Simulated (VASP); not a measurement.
# Ir (Fm-3m) in VASP: notebook

The runs below take Ir through electric field gradients, density of states, with PBE.

Program: VASP 6.6.1. These are calculated values, not measurements. Logs are shortened: lines on timing, memory, paths and dates and some standing lists are left out, and cuts for length are marked.

## 1. The cell of the first run

It takes space group Fm-3m (No. 225, cubic). Conventional cell: a = 3.815 Å, b = 3.815 Å, c = 3.815 Å, α = 90.00°, β = 90.00°, γ = 90.00°. Ir (site symmetry m-3m) has 12 Ir at 2.70 Å within 3.6 Å.

## 2. Electric field gradients, PBE (volume scaled by 0.97)

INCAR

```
SYSTEM = Ir
  ALGO = Normal
  EDIFF = 1E-8
  ENCUT = 520
  GGA = PE
  ISIF = 2
  ISMEAR = -1
  LASPH = .True.
  LCHARG = .False.
  LEFG = .True.
  LREAL = .False.
  LWAVE = .False.
  NBANDS = 10
  NELM = 100
  PREC = Accurate
  SIGMA = 0.03
```

KPOINTS

```
k-points
0
Gamma
  18 18 18
  0 0 0
```

POSCAR

```
Ir
1.0
    0.0000000000      1.9074990472      1.9074990472
    1.9074990472      0.0000000000      1.9074990472
    1.9074990472      1.9074990472      0.0000000000
Ir
1
Direct
    0.0000000000      0.0000000000      0.0000000000
```

Potentials or basis: VASP PAW PBE potentials, release 64 (Ir).

On the command line:

```bash
cat potpaw_PBE.64/Ir/POTCAR > POTCAR
mpirun -np 1 vasp_std > vasp.out
```

OUTCAR:

```text
SYSTEM = Ir
   EDIFF = 1E-8
   ENCUT = 520
   GGA = PE
   ISIF = 2
   ISMEAR = -1
   LASPH = .True.
   LREAL = .False.
   NELM = 100
   PREC = Accurate

 ion  position               nearest neighbor table
   1  0.000  0.000  0.000-

  LATTYP: Found a face centered cubic cell.
 ALAT       =     3.8149980944

  Lattice vectors:

 A1 = (   0.0000000000,   1.9074990472,   1.9074990472)
 A2 = (   1.9074990472,   0.0000000000,   1.9074990472)
 A3 = (   1.9074990472,   1.9074990472,   0.0000000000)

Analysis of symmetry for initial positions (statically):
=====================================================================
 Subroutine PRICEL returns:
 Original cell was already a primitive cell.

 Routine SETGRP: Setting up the symmetry group for a
 face centered cubic supercell.

 Subroutine GETGRP returns: Found 48 space group operations
 (whereof 48 operations were pure point group operations)
 out of a pool of 48 trial point group operations.

The static configuration has the point symmetry O_h .

Analysis of symmetry for dynamics (positions and initial velocities):
=====================================================================
 Subroutine PRICEL returns:
 Original cell was already a primitive cell.

 Routine SETGRP: Setting up the symmetry group for a
 face centered cubic supercell.

 Subroutine GETGRP returns: Found 48 space group operations
 (whereof 48 operations were pure point group operations)
 out of a pool of 48 trial point group operations.

The dynamic configuration has the point symmetry O_h .

 Subroutine INISYM returns: Found 48 space group operations
 (whereof 48 operations are pure point group operations),
 and found     1 'primitive' translations

----------------------------------------------------------------------------------------

                                     Primitive cell

  volume of cell :      13.8811

  direct lattice vectors                    reciprocal lattice vectors
     0.000000000  1.907499047  1.907499047    -0.262123329  0.262123329  0.262123329
     1.907499047  0.000000000  1.907499047     0.262123329 -0.262123329  0.262123329
     1.907499047  1.907499047  0.000000000     0.262123329  0.262123329 -0.262123329

  length of vectors
     2.697611023  2.697611023  2.697611023     0.454010923  0.454010923  0.454010923

  position of ions in fractional coordinates (direct lattice)
     0.000000000  0.000000000  0.000000000

  ion indices of the primitive-cell ions
   primitive index   ion index
                 1           1

----------------------------------------------------------------------------------------

 KPOINTS: k-points

Automatic generation of k-mesh.
 Grid dimensions read from file:
 generate k-points for:   18   18   18

 Generating k-lattice:

  Cartesian coordinates                     Fractional coordinates (reciprocal lattice)
    -0.014562407  0.014562407  0.014562407     0.055555556  0.000000000  0.000000000
     0.014562407 -0.014562407  0.014562407     0.000000000  0.055555556  0.000000000
     0.014562407  0.014562407 -0.014562407     0.000000000  0.000000000  0.055555556

  Length of vectors
     0.025222829  0.025222829  0.025222829

  Shift w.r.t. Gamma in fractional coordinates (k-lattice)
     0.000000000  0.000000000  0.000000000

 Subroutine IBZKPT returns following result:
 ===========================================

 Found    195 irreducible k-points:

 Following reciprocal coordinates:
            Coordinates               Weight
  0.000000  0.000000  0.000000      1.000000
  0.055556  0.000000  0.000000      8.000000
  0.111111  0.000000  0.000000      8.000000
  0.166667  0.000000  0.000000      8.000000
  0.222222  0.000000  0.000000      8.000000
  0.277778  0.000000  0.000000      8.000000
[... 16 lines left out ...]
 -0.277778  0.055556  0.000000     24.000000
 -0.222222  0.055556  0.000000     24.000000
 [... further k-points ...]
   k-points           NKPTS =    195   k-points in BZ     NKDIM =    195   number of bands    NBANDS=     10
   number of dos      NEDOS =    301   number of ions     NIONS =      1
   total plane-waves  NPLWV =   8000
   dimension x,y,z NGX =    20 NGY =   20 NGZ =   20
   dimension x,y,z NGXF=    40 NGYF=   40 NGZF=   40
   ions per type =               1
   NGX,Y,Z   is equivalent  to a cutoff of  12.33, 12.33, 12.33 a.u.
   NGXF,Y,Z  is equivalent  to a cutoff of  24.65, 24.65, 24.65 a.u.
 SYSTEM =  Ir
   PREC   = accura    normal or accurate (medium, high low for compatibility)
   ISTART =      0    job   : 0-new  1-cont  2-samecut
   ICHARG =      2    charge: 1-file 2-atom 10-const
   ISPIN  =      1    spin polarized calculation?
   LNONCOLLINEAR =      F non collinear calculations
   LSORBIT =      F    spin-orbit coupling
   LASPH  =      T    aspherical Exc in radial PAW
   ENCUT  =  520.0 eV  38.22 Ry    6.18 a.u.   5.02  5.02  5.02*2*pi/ulx,y,z
   NELM   =    100;   NELMIN=  2; NELMDL= -5     # of ELM steps
   EDIFF  = 0.1E-07   stopping-criterion for ELM
   LREAL  =      F    real-space projection
   EDIFFG = 0.1E-06   stopping-criterion for IOM
   NSW    =      0    number of steps for IOM
   IBRION =     -1    ionic relax: 0-MD 1-quasi-New 2-CG
   NFREE  =      0    steps in history (QN), initial steepest desc. (CG)
   ISIF   =      2    stress and relaxation
   ISYM   =      2    0-nonsym 1-usesym 2-fastsym
   POTIM  = 0.5000    time-step for ionic-motion
   TEBEG  =    0.0;   TEEND  =   0.0 temperature during run
   PSTRESS=    0.0 pullay stress
   NELECT =       9.0000    total number of electrons
   NUPDOWN=      -1.0000    fix difference up-down
   EMIN   =  10.00;   EMAX   =-10.00  energy-range for DOS
   EFERMI =   0.00;   METHOD = LEGACY
   ISMEAR =    -1;   SIGMA  =   0.03  broadening in eV -4-tet -1-fermi 0-gaus
   EFERMI_NEDOS =   21; number of points for ismear=-14 and -15
   IALGO  =     38    algorithm
   IMIX   =      4    mixing-type and parameters
     AMIX     =   0.40;   BMIX     =  1.00
     AMIX_MAG =   1.60;   BMIX_MAG =  1.00
  volume/ion in A,a.u.               =      13.88        93.67
  Fermi-wavevector in a.u.,A,eV,Ry     =   1.416929  2.677607 27.316240  2.007687
  Thomas-Fermi vector in A             =   2.538212
   LORBIT       =      0    0 simple, 1 ext, 2 COOP (PROOUT), +10 PAW based schemes
   GGA     = PE    functional components
   LHFCALC =     F    Hartree Fock is set to
   AEXX    =    0.0000 exact exchange contribution
   IVDW    =     0    specifies the selected vdW correction
   LEPSILON=     F    determine dielectric tensor
   LRPA    =     F    only Hartree local field effects (RPA)
 non-spin polarized calculation
  energy-cutoff  :      520.00
  volume of cell :       13.88
 maximum number of plane-waves:       388
   NGX =  9   NGY =  9   NGZ =  9

 number of electron       9.0000001 magnetization

 Free energy of the ion-electron system (eV)
  ---------------------------------------------------
  ext. energy  EPLUGINS =         0.00000000
  ---------------------------------------------------
  free energy    TOTEN  =        -8.81912989 eV

  energy without entropy =       -8.81618850  energy(sigma->0) =       -8.81765920

 E-fermi :  10.7798     XC(G=0): -14.1014

 val. band max:       10.7727214020   @ k =   0.5000   0.2222   0.1111
 cond. band min:      10.7863058974   @ k =   0.3333   0.1111   0.0556
 fundamental gap:      0.0135844955
 Fermi energy:        10.7797666518

 k-point     1 :       0.0000    0.0000    0.0000
  band No.  band energies     occupation
      1      -0.5864      2.00000
      2       6.7402      2.00000
      3       6.7402      2.00000
      4       6.7402      2.00000
      5       9.5122      2.00000
      6       9.5122      2.00000
      7      25.0245      0.00000
      8      30.7258      0.00000
      9      30.7258      0.00000
     10      30.7258      0.00000

 k-point     2 :       0.0556    0.0000    0.0000
  band No.  band energies     occupation
      1      -0.4459      2.00000
      2       6.6636      2.00000
      3       6.8019      2.00000
      4       6.8019      2.00000
      5       9.4713      2.00000
      6       9.4713      2.00000
      7      25.2704      0.00000
      8      29.9735      0.00000
      9      30.9590      0.00000
     10      30.9590      0.00000

 k-point     3 :       0.1111    0.0000    0.0000
  band No.  band energies     occupation
      1      -0.0394      2.00000
      2       6.4675      2.00000
      3       6.9635      2.00000
      4       6.9635      2.00000
      5       9.3821      2.00000
      6       9.3821      2.00000
      7      25.9459      0.00000
      8      28.5097      0.00000
      9      31.6373      0.00000
     10      31.6373      0.00000

 k-point     4 :       0.1667    0.0000    0.0000
  band No.  band energies     occupation
      1       0.5822      2.00000
      2       6.2467      2.00000
      3       7.1447      2.00000
      4       7.1447      2.00000
      5       9.3472      2.00000
      6       9.3472      2.00000
      7      26.6518      0.00000
      8      27.1640      0.00000
      9      32.6982      0.00000
     10      32.6982      0.00000

 k-point     5 :       0.2222    0.0000    0.0000
  band No.  band energies     occupation
      1       1.3086      2.00000
      2       6.1539      2.00000
      3       7.2194      2.00000
      4       7.2194      2.00000
      5       9.5129      2.00000
      6       9.5129      2.00000
      7      25.3590      0.00000
      8      27.6163      0.00000
      9      34.0211      0.00000
     10      34.0211      0.00000

 k-point     6 :       0.2778    0.0000    0.0000
  band No.  band energies     occupation
      1       1.9480      2.00000
      2       6.4005      2.00000
      3       7.1344      2.00000
      4       7.1344      2.00000
      5       9.9342      2.00000
      6       9.9342      2.00000
      7      23.8291      0.00000
      8      27.3400      0.00000
      9      34.9598      0.00000
     10      34.9611      0.00000
[... 183 lines left out ...]
 k-point    21 :      -0.3889    0.0556    0.0000
  band No.  band energies     occupation
      1       2.5666      2.00000
      2       6.6606      2.00000
      3       6.8214      2.00000
      4       8.3604      2.00000
      5      10.9878      0.00194
      6      11.8677      0.00000
      7      19.8338      0.00000
      8      25.3170      0.00000
      9      30.7716      0.00000
     10      32.1261      0.00000

 k-point    22 :      -0.3333    0.0556    0.0000
  band No.  band energies     occupation
      1       2.5037      2.00000
      2       6.8323      2.00000
      3       6.9760      2.00000
      4       7.2848      2.00000
      5      10.3544      2.00000
      6      11.2877      0.00000
      7      21.6340      0.00000
      8      26.1195      0.00000
      9      31.7011      0.00000
     10      33.7862      0.00000

 k-point    23 :      -0.2778    0.0556    0.0000
  band No.  band energies     occupation
      1       2.2304      2.00000
      2       6.4209      2.00000
      3       7.0544      2.00000
      4       7.1642      2.00000
      5       9.7095      2.00000
      6      10.6569      1.96727
      7      23.4010      0.00000
      8      27.1708      0.00000
      9      32.7825      0.00000
     10      34.7037      0.00000

 k-point    24 :      -0.2222    0.0556    0.0000
  band No.  band energies     occupation
      1       1.6623      2.00000
      2       6.0584      2.00000
      3       7.2077      2.00000
      4       7.3020      2.00000
      5       9.2090      2.00000
      6      10.0984      2.00000
      7      24.9874      0.00000
      8      27.8044      0.00000
      9      33.0148      0.00000
     10      34.2479      0.00000

 [... further k-points ...]
[... 5 lines left out ...]
  --------------------------------------------------------------------------------------
  -------------------------------------------------------------------------------------
  Total        1.5213601      1.5213601      1.5213601      0.0000000      0.0000000     -0.0000000
  in kB      175.5980230    175.5980230    175.5980230      0.0000000      0.0000000     -0.0000000
  external PRESSURE =     175.5980230 kB  Pullay stress =       0.0000000 kB

 VOLUME and BASIS-vectors are now :
 -----------------------------------------------------------------------------
  energy-cutoff  :      520.00
  volume of cell :       13.88
      direct lattice vectors                 reciprocal lattice vectors
     0.000000000  1.907499047  1.907499047    -0.262123329  0.262123329  0.262123329
     1.907499047  0.000000000  1.907499047     0.262123329 -0.262123329  0.262123329
     1.907499047  1.907499047  0.000000000     0.262123329  0.262123329 -0.262123329

 POSITION                                       TOTAL-FORCE (eV/Angst)
 -----------------------------------------------------------------------------------
      0.00000      0.00000      0.00000         0.000000     -0.000000      0.000000
 -----------------------------------------------------------------------------------
    total drift:                               -0.000000     -0.000000     -0.000000

  FREE ENERGIE OF THE ION-ELECTRON SYSTEM (eV)
  ---------------------------------------------------
  free  energy   TOTEN  =        -8.8191298904 eV

  energy  without entropy=       -8.8161885011  energy(sigma->0) =       -8.81765920

 Electric field gradients (V/A^2)
---------------------------------------------------------------------
 ion       V_xx      V_yy      V_zz      V_xy      V_xz      V_yz
---------------------------------------------------------------------
   1       0.000     0.000     0.000     0.000     0.000     0.000
---------------------------------------------------------------------

 Electric field gradients after diagonalization (V/A^2)
 (convention: |V_zz| > |V_xx| > |V_yy|)
----------------------------------------------------------------------
 ion       V_xx      V_yy      V_zz     asymmetry (V_yy - V_xx)/ V_zz
----------------------------------------------------------------------
   1      -0.000    -0.000     0.000       0.000
----------------------------------------------------------------------

           NMR quadrupolar parameters

 Cq : quadrupolar parameter    Cq=e*Q*V_zz/h
 eta: asymmetry parameters     (V_yy - V_xx)/ V_zz
 Q  : nuclear electric quadrupole moment in mb (millibarn)
----------------------------------------------------------------------
 ion       Cq(MHz)       eta       Q (mb)
----------------------------------------------------------------------
   1       0.000       0.000       1.000
----------------------------------------------------------------------
```

Run time: 18 s. Hardware: 1 thread of AMD EPYC 7R13 (Zen 3), shared host; peak memory 0.12 GiB.

Results:

| Property | Result |
| --- | --- |
| Free energy | -8.8191 eV |
| Pressure | 17.6 GPa |

Levels at points of the mesh, in eV from the Fermi level:
| k point | band 1 | band 2 | band 3 | band 4 | band 5 | band 6 | band 7 | band 8 | band 9 |
| --- | --- | --- | --- | --- | --- | --- | --- | --- | --- |
| (0.00, 0.00, 0.00) | -11.37 | -4.04 | -4.04 | -4.04 | -1.27 | -1.27 | 14.24 | 19.95 | 19.95 |
| (0.50, 0.00, 0.00) | -8.34 | -4.15 | -4.15 | -0.85 | 0.89 | 0.89 | 7.43 | 13.79 | 19.92 |
| (0.50, 0.50, 0.00) | -8.18 | -7.59 | 0.86 | 1.49 | 1.49 | 1.66 | 10.74 | 11.76 | 11.76 |

Caveat: without QUAD_EFG the Cq values of the log hold for a quadrupole moment of 1 mb, not for the nuclei; spin-orbit coupling is left out, which moves the levels of the heavy elements.

(Part 1 of 2 ends here.)
